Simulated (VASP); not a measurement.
Runs of VASP 6.6.1 on Ru. Symmetry: P6_3/mmc, No. 194, hexagonal system. The conventional cell has a = 2.678 Å, b = 2.678 Å, c = 4.218 Å, α = 90.00°, β = 90.00°, γ = 120.00°. Ru (site symmetry -6m2) has 12 Ru at 2.61 to 2.68 Å within 3.4 Å. 

| potentials or basis | k mesh | cutoff (eV) | smearing | gap on the mesh (eV) | pressure (GPa) |
| --- | --- | --- | --- | --- | --- |
| VASP PAW LDA potentials, release 64 (Ru_pv) | 13 × 13 × 8 | 520 | methfessel-paxton 0.2 eV | none | 0.7 |
| VASP PAW LDA potentials, release 64 (Ru_pv) | 13 × 13 × 8 | 520 | methfessel-paxton 1 eV | none | -0.1 |
| VASP PAW LDA potentials, release 64 (Ru_pv) | 13 × 13 × 8 | 520 | methfessel-paxton 0.3 eV | none | 0.7 |
| VASP PAW LDA potentials, release 64 (Ru_sv) | 5 × 5 × 3 | 560 | fermi-dirac 0.1 eV | none | -0.5 |
| VASP PAW LDA potentials, release 64 (Ru_pv) | 2 × 2 × 1 | 520 | fermi-dirac 0.1 eV | none | (a) |
| VASP PAW LDA potentials, release 64 (Ru_sv) | 13 × 13 × 8 | 560 | gaussian 0.3 eV | none | 0.6 |
| VASP PAW LDA potentials, release 64 (Ru_pv) | 13 × 13 × 8 | 520 | methfessel-paxton 0.6 eV | none | 0.6 |
| VASP PAW LDA potentials, release 64 (Ru_pv) | 4 × 4 × 2 | 520 | fermi-dirac 0.1 eV | none | (b) |
| VASP PAW LDA potentials, release 64 (Ru_sv) | 8 × 8 × 5 | 560 | fermi-dirac 0.1 eV | none | 0.0 |
| VASP PAW LDA potentials, release 64 (Ru_pv) | 13 × 13 × 8 | 520 | fermi-dirac 0.03 eV | none | 0.7 |
| VASP PAW LDA potentials, release 64 (Ru_pv) | 11 × 11 × 6 | 520 | fermi-dirac 0.1 eV | none | 1.1 |

Alike in all rows: task single point; level LDA; no spin polarisation; cell as given.

Question: Estimate the missing entries.

Answer: (a) 8.9; (b) -3.4.

Caveats: some runs use coarse meshes; so wide a smearing shifts energies and pressures (at least some runs); an empty level that is flat over the whole mesh can mark a ghost state of the potentials, or a narrow d or f band (at least some runs).

A k mesh can miss the band edges, and the runs leave out spin-orbit coupling on Ru.

A gap of «none» marks levels without a gap at the run's occupations.

The runs don't all hold the same shells in valence.
